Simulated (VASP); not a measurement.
# Cs (Fd-3m) in VASP: further runs

Runs on Cs. Level: LDA. Tasks: single point.

All numbers are computed with VASP 6.6.1; they aren't measurements. Logs are shortened: lines on timing, memory, paths and dates and some standing lists are left out, and cuts for length are marked.

### 1 The cell of the first run

The structure is cubic, space group Fd-3m (No. 227). The conventional cell has a = 9.438 Å, b = 9.438 Å, c = 9.438 Å, α = 90.00°, β = 90.00°, γ = 90.00°. Within 5.4 Å of Cs (site symmetry -43m) lie 4 Cs at 4.09 Å.

This isn't the form of Cs at room conditions, which is bcc.

### 2 Single point, LDA (105.09 Å³/atom)

File INCAR:

```
PREC     = Accurate       # precision mode
ENCUT    = 520            # plane-wave cutoff, eV
EDIFF    = 1E-6           # SCF threshold, eV
ISMEAR   = -1             # smearing method
SIGMA    = 0.08           # smearing width, eV
LREAL    = F              # projectors in reciprocal space
LASPH    = T              # aspherical terms in the spheres
NELM     = 60             # most SCF steps
ALGO     = Normal         # electronic algorithm
ISIF     = 2              # what is computed and relaxed
LWAVE    = F              # write WAVECAR
LCHARG   = F              # write CHGCAR
NBANDS   = 16             # bands
```

File KPOINTS:

```
Automatic mesh
0
Gamma
  7 7 7
```

File POSCAR:

```
Cs
1.0
    0.0000000000      4.7190193854      4.7190193854
    4.7190193854      0.0000000000      4.7190193854
    4.7190193854      4.7190193854      0.0000000000
Cs
2
Direct
   -0.1250000000     -0.1250000000     -0.1250000000
    0.1250000000      0.1250000000      0.1250000000
```

Potentials or basis: VASP PAW LDA potentials, release 64 (Cs_sv).

Started as:

```console
$ cat potpaw_LDA.64/Cs_sv/POTCAR > POTCAR
$ mpirun -np 1 vasp_std > vasp.out
```

OUTCAR:

```text
PREC = Accurate
   ENCUT = 520
   EDIFF = 1E-6
   ISMEAR = -1
   LREAL = F
   LASPH = T
   NELM = 60
   ISIF = 2

 ion  position               nearest neighbor table
   1  0.875  0.875  0.875-
   2  0.125  0.125  0.125-

  LATTYP: Found a face centered cubic cell.
 ALAT       =     9.4380387708

  Lattice vectors:

 A1 = (   0.0000000000,   4.7190193854,   4.7190193854)
 A2 = (   4.7190193854,   0.0000000000,   4.7190193854)
 A3 = (   4.7190193854,   4.7190193854,   0.0000000000)

Analysis of symmetry for initial positions (statically):
=====================================================================
 Subroutine PRICEL returns:
 Original cell was already a primitive cell.

 Routine SETGRP: Setting up the symmetry group for a
 face centered cubic supercell.

 Subroutine GETGRP returns: Found 48 space group operations
 (whereof 12 operations were pure point group operations)
 out of a pool of 48 trial point group operations.

The static configuration has the point symmetry D_3d.
 The point group associated with its full space group is O_h .

Analysis of symmetry for dynamics (positions and initial velocities):
=====================================================================
 Subroutine PRICEL returns:
 Original cell was already a primitive cell.

 Routine SETGRP: Setting up the symmetry group for a
 face centered cubic supercell.

 Subroutine GETGRP returns: Found 48 space group operations
 (whereof 12 operations were pure point group operations)
 out of a pool of 48 trial point group operations.

The dynamic configuration has the point symmetry D_3d.
 The point group associated with its full space group is O_h .

 Subroutine INISYM returns: Found 48 space group operations
 (whereof 12 operations are pure point group operations),
 and found     1 'primitive' translations

----------------------------------------------------------------------------------------

                                     Primitive cell

  volume of cell :     210.1770

  direct lattice vectors                    reciprocal lattice vectors
     0.000000000  4.719019385  4.719019385    -0.105954216  0.105954216  0.105954216
     4.719019385  0.000000000  4.719019385     0.105954216 -0.105954216  0.105954216
     4.719019385  4.719019385  0.000000000     0.105954216  0.105954216 -0.105954216

  length of vectors
     6.673701216  6.673701216  6.673701216     0.183518086  0.183518086  0.183518086

  position of ions in fractional coordinates (direct lattice)
     0.875000000  0.875000000  0.875000000
     0.125000000  0.125000000  0.125000000

  ion indices of the primitive-cell ions
   primitive index   ion index
                 1           1
                 2           2

----------------------------------------------------------------------------------------

 KPOINTS: Automatic mesh

Automatic generation of k-mesh.
 Grid dimensions read from file:
 generate k-points for:    7    7    7

 Generating k-lattice:

  Cartesian coordinates                     Fractional coordinates (reciprocal lattice)
    -0.015136317  0.015136317  0.015136317     0.142857143  0.000000000  0.000000000
     0.015136317 -0.015136317  0.015136317     0.000000000  0.142857143  0.000000000
     0.015136317  0.015136317 -0.015136317     0.000000000  0.000000000  0.142857143

  Length of vectors
     0.026216869  0.026216869  0.026216869

  Shift w.r.t. Gamma in fractional coordinates (k-lattice)
     0.000000000  0.000000000  0.000000000

 Subroutine IBZKPT returns following result:
 ===========================================

 Found     20 irreducible k-points:

 Following reciprocal coordinates:
            Coordinates               Weight
  0.000000  0.000000  0.000000      1.000000
  0.142857  0.000000  0.000000      8.000000
  0.285714  0.000000  0.000000      8.000000
  0.428571  0.000000  0.000000      8.000000
  0.142857  0.142857  0.000000      6.000000
  0.285714  0.142857  0.000000     24.000000
[... 12 lines left out ...]
 -0.428571  0.428571  0.142857     24.000000
 -0.285714  0.428571  0.142857     24.000000
   k-points           NKPTS =     20   k-points in BZ     NKDIM =     20   number of bands    NBANDS=     16
   number of dos      NEDOS =    301   number of ions     NIONS =      2
   total plane-waves  NPLWV = 125000
   dimension x,y,z NGX =    50 NGY =   50 NGZ =   50
   dimension x,y,z NGXF=   100 NGYF=  100 NGZF=  100
   ions per type =               2
   NGX,Y,Z   is equivalent  to a cutoff of  12.46, 12.46, 12.46 a.u.
   NGXF,Y,Z  is equivalent  to a cutoff of  24.91, 24.91, 24.91 a.u.
 SYSTEM =  unknown system
   PREC   = accura    normal or accurate (medium, high low for compatibility)
   ISTART =      0    job   : 0-new  1-cont  2-samecut
   ICHARG =      2    charge: 1-file 2-atom 10-const
   ISPIN  =      1    spin polarized calculation?
   LNONCOLLINEAR =      F non collinear calculations
   LSORBIT =      F    spin-orbit coupling
   LASPH  =      T    aspherical Exc in radial PAW
   ENCUT  =  520.0 eV  38.22 Ry    6.18 a.u.  12.41 12.41 12.41*2*pi/ulx,y,z
   NELM   =     60;   NELMIN=  2; NELMDL= -5     # of ELM steps
   EDIFF  = 0.1E-05   stopping-criterion for ELM
   LREAL  =      F    real-space projection
   EDIFFG = 0.1E-04   stopping-criterion for IOM
   NSW    =      0    number of steps for IOM
   IBRION =     -1    ionic relax: 0-MD 1-quasi-New 2-CG
   NFREE  =      0    steps in history (QN), initial steepest desc. (CG)
   ISIF   =      2    stress and relaxation
   ISYM   =      2    0-nonsym 1-usesym 2-fastsym
   POTIM  = 0.5000    time-step for ionic-motion
   TEBEG  =    0.0;   TEEND  =   0.0 temperature during run
   PSTRESS=    0.0 pullay stress
   NELECT =      18.0000    total number of electrons
   NUPDOWN=      -1.0000    fix difference up-down
   EMIN   =  10.00;   EMAX   =-10.00  energy-range for DOS
   EFERMI =   0.00;   METHOD = LEGACY
   ISMEAR =    -1;   SIGMA  =   0.08  broadening in eV -4-tet -1-fermi 0-gaus
   EFERMI_NEDOS =   21; number of points for ismear=-14 and -15
   IALGO  =     38    algorithm
   IMIX   =      4    mixing-type and parameters
     AMIX     =   0.40;   BMIX     =  1.00
     AMIX_MAG =   1.60;   BMIX_MAG =  1.00
  volume/ion in A,a.u.               =     105.09       709.17
  Fermi-wavevector in a.u.,A,eV,Ry     =   0.721612  1.363649  7.084884  0.520724
  Thomas-Fermi vector in A             =   1.811364
   LORBIT       =      0    0 simple, 1 ext, 2 COOP (PROOUT), +10 PAW based schemes
   GGA     = CA    functional components
   LHFCALC =     F    Hartree Fock is set to
   AEXX    =    0.0000 exact exchange contribution
   IVDW    =     0    specifies the selected vdW correction
   LEPSILON=     F    determine dielectric tensor
   LRPA    =     F    only Hartree local field effects (RPA)
 non-spin polarized calculation
  energy-cutoff  :      520.00
  volume of cell :      210.18
 maximum number of plane-waves:      5709
 NGX is ok and might be reduce to    50
   NGX = 25   NGY = 25   NGZ = 25

 number of electron      17.9999997 magnetization

 Free energy of the ion-electron system (eV)
  ---------------------------------------------------
  ext. energy  EPLUGINS =         0.00000000
  ---------------------------------------------------
  free energy    TOTEN  =        -1.31843453 eV

  energy without entropy =       -1.25295121  energy(sigma->0) =       -1.28569287

 E-fermi :   0.6185     XC(G=0):  -5.7202

 val. band max:        0.5598663524   @ k =  -0.4286   0.2857   0.0000
 cond. band min:       0.6423353848   @ k =  -0.4286   0.2857   0.0000
 fundamental gap:      0.0824690324
 Fermi energy:         0.6184536086

 k-point     1 :       0.0000    0.0000    0.0000
  band No.  band energies     occupation
      1     -23.7721      2.00000
      2     -23.6207      2.00000
      3     -10.7415      2.00000
      4     -10.7415      2.00000
      5     -10.7415      2.00000
      6     -10.3068      2.00000
[... 8 lines left out ...]
     15       2.8177      0.00000
     16       2.8177      0.00000

 k-point     2 :       0.1429    0.0000    0.0000
  band No.  band energies     occupation
      1     -23.7666      2.00000
      2     -23.6264      2.00000
      3     -10.7526      2.00000
      4     -10.7526      2.00000
      5     -10.7430      2.00000
      6     -10.3078      2.00000
[... 8 lines left out ...]
     15       2.3873      0.00000
     16       2.7976      0.00000

 k-point     3 :       0.2857    0.0000    0.0000
  band No.  band energies     occupation
      1     -23.7524      2.00000
      2     -23.6410      2.00000
      3     -10.7756      2.00000
      4     -10.7756      2.00000
      5     -10.7473      2.00000
      6     -10.3087      2.00000
[... 8 lines left out ...]
     15       2.4235      0.00000
     16       2.9984      0.00000

 k-point     4 :       0.4286    0.0000    0.0000
  band No.  band energies     occupation
      1     -23.7374      2.00000
      2     -23.6563      2.00000
      3     -10.7925      2.00000
      4     -10.7925      2.00000
      5     -10.7517      2.00000
      6     -10.3081      2.00000
[... 8 lines left out ...]
     15       2.2902      0.00000
     16       3.4163      0.00000
[... 248 lines left out ...]
 k-point    18 :      -0.4286    0.2857    0.1429
  band No.  band energies     occupation
      1     -23.7237      2.00000
      2     -23.6702      2.00000
      3     -10.8490      2.00000
      4     -10.8187      2.00000
      5     -10.6444      2.00000
      6     -10.4152      2.00000
[... 8 lines left out ...]
     15       2.7510      0.00000
     16       2.9591      0.00000

 k-point    19 :      -0.4286    0.4286    0.1429
  band No.  band energies     occupation
      1     -23.7122      2.00000
      2     -23.6818      2.00000
      3     -10.8508      2.00000
      4     -10.8417      2.00000
      5     -10.5838      2.00000
      6     -10.4809      2.00000
[... 8 lines left out ...]
     15       2.6600      0.00000
     16       2.9169      0.00000

 k-point    20 :      -0.2857    0.4286    0.1429
  band No.  band energies     occupation
      1     -23.7075      2.00000
      2     -23.6865      2.00000
      3     -10.8587      2.00000
      4     -10.8382      2.00000
      5     -10.5797      2.00000
      6     -10.4820      2.00000
[... 8 lines left out ...]
     15       2.7751      0.00000
     16       2.8049      0.00000

------------------------ aborting loop because EDIFF is reached ----------------------------------------

  FORCE on cell =-STRESS in cart. coord.  units (eV):
  Direction    XX          YY          ZZ          XY          YZ          ZX
  --------------------------------------------------------------------------------------
  -------------------------------------------------------------------------------------
  Total        0.5088442      0.5088442      0.5088442      0.0000000      0.0000000      0.0000000
  in kB        3.8789141      3.8789141      3.8789141      0.0000000      0.0000000      0.0000000
  external PRESSURE =       3.8789141 kB  Pullay stress =       0.0000000 kB

 VOLUME and BASIS-vectors are now :
 -----------------------------------------------------------------------------
  energy-cutoff  :      520.00
  volume of cell :      210.18
      direct lattice vectors                 reciprocal lattice vectors
     0.000000000  4.719019385  4.719019385    -0.105954216  0.105954216  0.105954216
     4.719019385  0.000000000  4.719019385     0.105954216 -0.105954216  0.105954216
     4.719019385  4.719019385  0.000000000     0.105954216  0.105954216 -0.105954216

 POSITION                                       TOTAL-FORCE (eV/Angst)
 -----------------------------------------------------------------------------------
      8.25828      8.25828      8.25828         0.000000     -0.000000      0.000000
      1.17975      1.17975      1.17975        -0.000000      0.000000     -0.000000
 -----------------------------------------------------------------------------------
    total drift:                                0.000000      0.000000     -0.000000

  FREE ENERGIE OF THE ION-ELECTRON SYSTEM (eV)
  ---------------------------------------------------
  free  energy   TOTEN  =        -1.3184345342 eV

  energy  without entropy=       -1.2529512062  energy(sigma->0) =       -1.28569287
```

Run time: 33 s. Hardware: 1 thread of Intel Xeon 6975P-C (Granite Rapids), shared host; peak memory 0.28 GiB.

What came out:

```
Free energy            : -1.3184 eV
Pressure               : 0.4 GPa
Band gap on the k mesh : zero (bands 9 and 10 overlap by 0.02 eV)
```

Caveat: spin-orbit coupling is left out, which moves the levels of the heavy elements.

### 3 Single point, LDA (105.09 Å³/atom)

File INCAR:

```
ALGO     = Normal         # electronic algorithm
EDIFF    = 1E-6           # SCF threshold, eV
ENCUT    = 520            # plane-wave cutoff, eV
GGA      = CA             # functional
ISIF     = 2              # what is computed and relaxed
ISMEAR   = -1             # smearing method
LASPH    = T              # aspherical terms in the spheres
LCHARG   = F              # write CHGCAR
LREAL    = F              # projectors in reciprocal space
LWAVE    = F              # write WAVECAR
NBANDS   = 16             # bands
NELM     = 60             # most SCF steps
PREC     = Accurate       # precision mode
SIGMA    = 0.08           # smearing width, eV
```

File KPOINTS:

```
k-points
0
Gamma
  7 7 7
```

POSCAR is that of step 2.

Potentials or basis: VASP PAW LDA potentials, release 64 (Cs_sv).

Started as:

```console
$ cat potpaw_LDA.64/Cs_sv/POTCAR > POTCAR
$ mpirun -np 1 vasp_std > vasp.out
```

Run time: 40 s. Hardware: 1 thread of Intel Xeon 6975P-C (Granite Rapids), shared host; peak memory 0.28 GiB.

The run converged. Its results:

- Free energy: -1.3184 eV
- Pressure: 0.4 GPa
- Band gap on the k mesh: zero (bands 9 and 10 overlap by 0.02 eV)

Levels at points of the mesh, in eV from the Fermi level:
```tsv
k point	band 6	band 7	band 8	band 9	band 10	band 11	band 12	band 13
(0.00, 0.00, 0.00)	-10.93	-10.93	-10.93	-1.78	1.07	1.07	1.51	1.51
```

Caveat: spin-orbit coupling is left out, which moves the levels of the heavy elements.
